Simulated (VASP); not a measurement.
SiNi3:

```
Ni Si
1.0
     3.54200    0.00000    0.00000
     0.00000    3.54200    0.00000
     0.00000    0.00000    3.54200
Ni Si
3 1
Cartesian
  1.7710 1.7710 0.0000
  1.7710 0.0000 1.7710
  0.0000 1.7710 1.7710
  0.0000 0.0000 0.0000
```

| Item | Value |
| --- | --- |
| Program | VASP 6.6.1 |
| Task | relaxation of cell and atoms |
| Functional | PBE |
| Dispersion | D3(BJ) |
| Potentials or basis | VASP PAW PBE potentials, release 64 (Ni, Si) |
| Cutoff | 600 eV |
| k mesh | 8 × 8 × 8 |
| Occupations | fermi-dirac, width 0.05 eV |
| Spin | collinear spin, ferromagnetic start |
| Starting moments | [1.0, 1.0, 1.0, 0.0] μB |

At the start: pressure -13.1 GPa; volume 11.11 Å³/atom.

Q: How do energy, volume and symmetry change on relaxing?

A: Over 3 steps the energy falls by 31.0 meV/atom and the volume is 10.41 Å³/atom (-6.3 %); space group Pm-3m (No. 221, to 0.05 Å); moment 0.00 μB per cell.

Step by step:
```tsv
step	energy change (eV)	largest force (eV/Å)	pressure (GPa)	volume (Å³)
1	0.0000	0.0000	-13.09	44.44
2	0.0267	0.0000	18.77	38.85
3	-0.1240	0.0000	-0.14	41.63
```

Final structure:
```yaml
crystal:
  lattice:
    - [3.46586, 0.00000, 0.00000]
    - [0.00000, 3.46586, 0.00000]
    - [0.00000, 0.00000, 3.46586]
  atoms:
    - { symbol: Ni, position: [0.50000, 0.50000, 0.00000] }
    - { symbol: Ni, position: [0.50000, 0.00000, 0.50000] }
    - { symbol: Ni, position: [0.00000, 0.50000, 0.50000] }
    - { symbol: Si, position: [0.00000, 0.00000, 0.00000] }
```

Caveat: pairwise dispersion overbinds metals, which lowers pressure and volume.
